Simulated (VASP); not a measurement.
**HfB: single point with PBE**

HfB:

```
CELL_PARAMETERS angstrom
0.00000 2.32530 2.32530
2.32530 0.00000 2.32530
2.32530 2.32530 0.00000
ATOMIC_POSITIONS crystal
Hf 0.50000 0.50000 0.50000
B 0.00000 0.00000 0.00000
```

```
Program                : VASP 6.6.1
Task                   : single point
Functional             : PBE
Potentials or basis    : VASP PAW PBE potentials, release 64 (Hf_pv, B)
Cutoff                 : 520 eV
k mesh                 : 10 × 10 × 10
Occupations            : fermi-dirac, width 0.05 eV
Spin                   : no spin polarisation
Dipole correction      : no
Further INCAR settings : ALGO = Normal; EDIFF = 1e-06; NBANDS = 14
```

```
Pressure : 25.1 GPa
```

Levels at points of the mesh, in eV from the Fermi level:
| k point | band 4 | band 5 | band 6 | band 7 | band 8 | band 9 | band 10 | band 11 |
| --- | --- | --- | --- | --- | --- | --- | --- | --- |
| (0.00, 0.00, 0.00) | -9.49 | 2.20 | 2.20 | 2.20 | 3.92 | 3.92 | 3.92 | 4.17 |
| (0.50, 0.00, 0.00) | -4.94 | -4.12 | -1.32 | -1.32 | 6.43 | 6.43 | 7.45 | 8.36 |
| (0.50, 0.50, 0.00) | -6.66 | -1.03 | -0.95 | 2.32 | 2.32 | 6.15 | 7.77 | 7.77 |

Wall time 20 s on 1 thread of AMD EPYC 7R43 64-Core Processor (Zen 3) (shared host), peak memory 0.11 GiB.

Caveat: spin-orbit coupling is left out, which moves the levels of the heavy elements.
